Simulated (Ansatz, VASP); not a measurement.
## TaN in VASP and in Ansatz

Contents of INCAR:

```
SYSTEM = TaN
  PREC = Accurate
  ENCUT = 520
  EDIFF = 1E-6
  ISMEAR = 0
  SIGMA = 0.05
  LREAL = .False.
  LASPH = .True.
  NELM = 150
  ALGO = Normal
  ISIF = 2
  LWAVE = .False.
  LCHARG = .False.
  MAGMOM = -0.01 -0.01 0.01 -0.01 -0.01 0.01 0 0 0 0 0 0
  LORBIT = 11
  LSORBIT = .True.
  GGA_COMPAT = .False.
  LORBMOM = .True.
  LMAXMIX = 4
  LDAU = .True.
  LDAUTYPE = 1
  LDAUL = 2 -1
  LDAUU = 4 0
  LDAUJ = 0.9 0
  LDAUPRINT = 1
  GGA = PS
  NBANDS = 46
```

KPOINTS

```
regular mesh
0
Gamma
  7 7 7
  0 0 0
```

POSCAR

```
TaN
1.0
    0.0000000000      2.1790013100      2.1790013100
    2.1790013100      0.0000000000      2.1790013100
    4.3580026200      4.3580026200      0.0000000000
Ta N
2 2
Direct
    0.5000000000      0.5000000000      0.2500000000
    0.5000000000      0.5000000000      0.7500000000
    0.0000000000      0.0000000000      0.0000000000
    0.0000000000      0.0000000000      0.5000000000
```

Input for Ansatz:

```yaml
crystal:
  lattice:
    - [0.0, 2.17900131, 2.17900131]
    - [2.17900131, 0.0, 2.17900131]
    - [4.35800262, 4.35800262, 0.0]
  atoms:
    - { symbol: Ta, position: [0.5, 0.5, 0.25], spin: 2.0, spin_axis: [0.707107, 0.707107, 0.0] }
    - { symbol: "N", position: [0.0, 0.0, 0.0] }
    - { symbol: Ta, position: [0.5, 0.5, 0.75], spin: 2.0, spin_axis: [-0.707107, -0.707107, 0.0] }
    - { symbol: "N", position: [0.0, 0.0, 0.5] }
basis:
  ecutwfc: 420
  ecutrho_ratio: 4
kpoints:
  mp_grid: { grid: [7, 7, 7] }
hamiltonian:
  xc: pbesol
  hubbard:
    sites:
      - { site: 0, l: d, u: 4.0, j: 0.9, starting_ns: [{ occupation_matrix: s0 }] }
      - { site: 2, l: d, u: 4.0, j: 0.9, starting_ns: [{ occupation_matrix: s2 }] }
    occupation_matrices:
      s0:
        spinor_matrix:
          - [[0.4293, 0.0], [-0.01337, -0.09338], [0.00996, 0.03936], [0.06162, 0.07771], [0.0805, -0.00539], [0.28942, -0.28942], [-0.07549, -0.05657], [0.03487, 0.02079], [0.09852, 0.01138], [0.05311, -0.06073]]
          - [[-0.01337, 0.09338], [0.26329, 0.0], [0.02686, 0.14859], [0.09409, -0.12302], [-0.00147, -0.02616], [0.05657, 0.07549], [0.17203, -0.17203], [0.12406, 0.08608], [-0.02046, -0.15352], [-0.01954, -0.01746]]
          - [[0.00996, -0.03936], [0.02686, -0.14859], [0.12827, 0.0], [-0.06208, -0.10183], [-0.02835, -0.01512], [-0.02079, -0.03487], [-0.08608, -0.12406], [0.07656, -0.07656], [-0.11591, -0.02811], [-0.03074, 0.00936]]
          - [[0.06162, -0.07771], [0.09409, 0.12302], [-0.06208, 0.10183], [0.18422, 0.0], [0.0382, -0.03911], [-0.01138, -0.09852], [0.15352, 0.02046], [0.02811, 0.11591], [0.11612, -0.11612], [-0.00064, -0.05467]]
          - [[0.0805, 0.00539], [-0.00147, 0.02616], [-0.02835, 0.01512], [0.0382, 0.03911], [0.04492, 0.0], [0.06073, -0.05311], [0.01746, 0.01954], [-0.00936, 0.03074], [0.05467, 0.00064], [0.01762, -0.01762]]
          - [[0.28942, 0.28942], [0.05657, -0.07549], [-0.02079, 0.03487], [-0.01138, 0.09852], [0.06073, 0.05311], [0.4293, 0.0], [-0.01337, -0.09338], [0.00996, 0.03936], [0.06162, 0.07771], [0.0805, -0.00539]]
          - [[-0.07549, 0.05657], [0.17203, 0.17203], [-0.08608, 0.12406], [0.15352, -0.02046], [0.01746, -0.01954], [-0.01337, 0.09338], [0.26329, 0.0], [0.02686, 0.14859], [0.09409, -0.12302], [-0.00147, -0.02616]]
          - [[0.03487, -0.02079], [0.12406, -0.08608], [0.07656, 0.07656], [0.02811, -0.11591], [-0.00936, -0.03074], [0.00996, -0.03936], [0.02686, -0.14859], [0.12827, 0.0], [-0.06208, -0.10183], [-0.02835, -0.01512]]
          - [[0.09852, -0.01138], [-0.02046, 0.15352], [-0.11591, 0.02811], [0.11612, 0.11612], [0.05467, -0.00064], [0.06162, -0.07771], [0.09409, 0.12302], [-0.06208, 0.10183], [0.18422, 0.0], [0.0382, -0.03911]]
          - [[0.05311, 0.06073], [-0.01954, 0.01746], [-0.03074, -0.00936], [-0.00064, 0.05467], [0.01762, 0.01762], [0.0805, 0.00539], [-0.00147, 0.02616], [-0.02835, 0.01512], [0.0382, 0.03911], [0.04492, 0.0]]
      s2:
        spinor_matrix:
          - [[0.10873, 0.0], [0.00657, 0.06654], [0.05863, -0.03594], [-0.09239, 0.09101], [0.08692, 0.02648], [-0.06274, 0.06274], [-0.05169, -0.04241], [-0.01604, 0.06687], [0.00097, -0.12968], [-0.08018, 0.04273]]
          - [[0.00657, -0.06654], [0.19403, 0.0], [0.01932, -0.01583], [-0.05783, 0.08281], [-0.10194, -0.16337], [0.04241, 0.05169], [-0.12306, 0.12306], [-0.00246, 0.02485], [-0.01766, -0.09945], [0.1876, 0.04344]]
          - [[0.05863, 0.03594], [0.01932, 0.01583], [0.09518, 0.0], [-0.13665, 0.05471], [-0.02172, 0.05067], [-0.06687, 0.01604], [-0.02485, 0.00246], [-0.05316, 0.05316], [0.05794, -0.13531], [-0.02048, -0.05119]]
          - [[-0.09239, -0.09101], [-0.05783, -0.08281], [-0.13665, -0.05471], [0.32491, 0.0], [0.05482, -0.0131], [0.12968, -0.00097], [0.09945, 0.01766], [0.13531, -0.05794], [-0.21561, 0.21561], [-0.0295, 0.04803]]
          - [[0.08692, -0.02648], [-0.10194, 0.16337], [-0.02172, -0.05067], [0.05482, 0.0131], [0.32716, 0.0], [-0.04273, 0.08018], [-0.04344, -0.1876], [0.05119, 0.02048], [-0.04803, 0.0295], [-0.21719, 0.21719]]
          - [[-0.06274, -0.06274], [0.04241, -0.05169], [-0.06687, -0.01604], [0.12968, 0.00097], [-0.04273, -0.08018], [0.10873, 0.0], [0.00657, 0.06654], [0.05863, -0.03594], [-0.09239, 0.09101], [0.08692, 0.02648]]
          - [[-0.05169, 0.04241], [-0.12306, -0.12306], [-0.02485, -0.00246], [0.09945, -0.01766], [-0.04344, 0.1876], [0.00657, -0.06654], [0.19403, 0.0], [0.01932, -0.01583], [-0.05783, 0.08281], [-0.10194, -0.16337]]
          - [[-0.01604, -0.06687], [-0.00246, -0.02485], [-0.05316, -0.05316], [0.13531, 0.05794], [0.05119, -0.02048], [0.05863, 0.03594], [0.01932, 0.01583], [0.09518, 0.0], [-0.13665, 0.05471], [-0.02172, 0.05067]]
          - [[0.00097, 0.12968], [-0.01766, 0.09945], [0.05794, 0.13531], [-0.21561, -0.21561], [-0.04803, -0.0295], [-0.09239, -0.09101], [-0.05783, -0.08281], [-0.13665, -0.05471], [0.32491, 0.0], [0.05482, -0.0131]]
          - [[-0.08018, -0.04273], [0.1876, -0.04344], [-0.02048, 0.05119], [-0.0295, -0.04803], [-0.21719, -0.21719], [0.08692, -0.02648], [-0.10194, 0.16337], [-0.02172, -0.05067], [0.05482, 0.0131], [0.32716, 0.0]]
    ns_hold: { iters: 5 }
scf:
  occupations: { method: gaussian, width: 0.05 }
  lower_state_search: "off"
  max_iter: 150
output:
  forces: true
  stress: true
  eigenvalues: true
  populations: true
  hubbard: { sites: [{ site: 0, l: d }, { site: 2, l: d }] }
magnetization:
  noncollinear: true
  spin_orbit: true
```

Alike in both runs: task single point; functional PBEsol; k mesh 7 × 7 × 7; occupations gaussian, width 0.05 eV; non-collinear spin, spin-orbit coupling; Hubbard terms Ta d U = 4.0 eV, J = 0.9 eV.

|  | VASP | Ansatz |
| --- | --- | --- |
| version | VASP 6.6.1 | Ansatz 0.2.0 |
| potentials or method | VASP PAW PBE potentials, release 64 (Ta_pv, N), cutoff 520 eV | plane waves, PAW |
| valence electrons in the cell | 32 | 36 |

Ansatz gave:

* pressure (GPa): 7.7
* net moment per atom (μB): 0.01

Question: What did VASP give for the same quantities?

Answer: Pressure (GPa): 16.4; net moment per atom (μB): 0.00.

VASP's potentials were made for PBE, not for PBEsol. The programs project onto different local orbitals, so the same U acts differently, and such runs can settle in different states. VASP's potentials hold 32 valence electrons a cell and Ansatz's 36, so a difference there can come from the potentials and not from the codes. Ansatz's warnings: filled band counts differ across k points, seeded moment not kept, specified occupation not kept, stress scf threshold loose, symmetry narrowed by occupation matrices.
